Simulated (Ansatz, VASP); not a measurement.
## AlAs in VASP and in Ansatz

The input INCAR:

```
  PREC = Accurate
  ENCUT = 500
  EDIFF = 1E-6
  ISMEAR = 0
  SIGMA = 0.01
  LREAL = False
  LASPH = True
  NELM = 120
  ALGO = Normal
  ISIF = 2
  LWAVE = False
  LCHARG = False
  GGA = CA
  NBANDS = 11
  GGA_COMPAT = False
```

Contents of KPOINTS:

```
regular mesh
0
Gamma
  8 8 8
```

POSCAR

```
AlAs
1.0
    0.0000000000      2.8389245968      2.8389245968
    2.8389245968      0.0000000000      2.8389245968
    2.8389245968      2.8389245968      0.0000000000
Al As
1 1
Direct
    0.0000000000      0.0000000000      0.0000000000
    0.2500000000      0.2500000000      0.2500000000
```

Input for Ansatz:

```yaml
crystal:
  lattice:
    - [0.0, 2.8389245968, 2.8389245968]
    - [2.8389245968, 0.0, 2.8389245968]
    - [2.8389245968, 2.8389245968, 0.0]
  atoms:
    - { symbol: Al, position: [0.0, 0.0, 0.0] }
    - { symbol: As, position: [0.25, 0.25, 0.25] }
kpoints:
  mp_grid: { grid: [8, 8, 8] }
  band_path:
    path:
      - [0.0, 0.0, 0.0]
      - [-0.5, -0.5, 0.0]
      - [-0.375, -0.375, 0.25]
      - [-0.375, 0.0, 0.375]
      - [0.0, 0.0, 0.5]
      - [-0.5, -0.25, 0.25]
      - [0.0, 0.5, 0.5]
    npoints: 1
hamiltonian:
  xc: lda
scf:
  occupations: { method: fixed }
  n_extra_bands: 4
output:
  forces: true
  stress: true
  eigenvalues: true
```

Alike in both runs: task single point; functional LDA; k mesh 8 × 8 × 8; no spin polarisation.

```csv
,VASP,Ansatz
version,VASP 6.6.1,Ansatz 0.2.0
potentials or method,"VASP PAW LDA potentials, release 64 (Al, As)","plane waves, PAW"
plane-wave cutoff (eV),500,420
occupations,"gaussian, width 0.01 eV",fixed
valence electrons in the cell,8,18
```

```csv
,VASP,Ansatz,Ansatz less VASP
gap on the k mesh at the Fermi level (eV),1.35,1.37,+0.012
pressure (GPa),-1.5,-1.9,-0.31
```

LDA's correlation is that of Perdew and Zunger in VASP and of Perdew and Wang (1992) in Ansatz. VASP's potentials hold 8 valence electrons a cell and Ansatz's 18, so a difference there can come from the potentials and not from the codes.
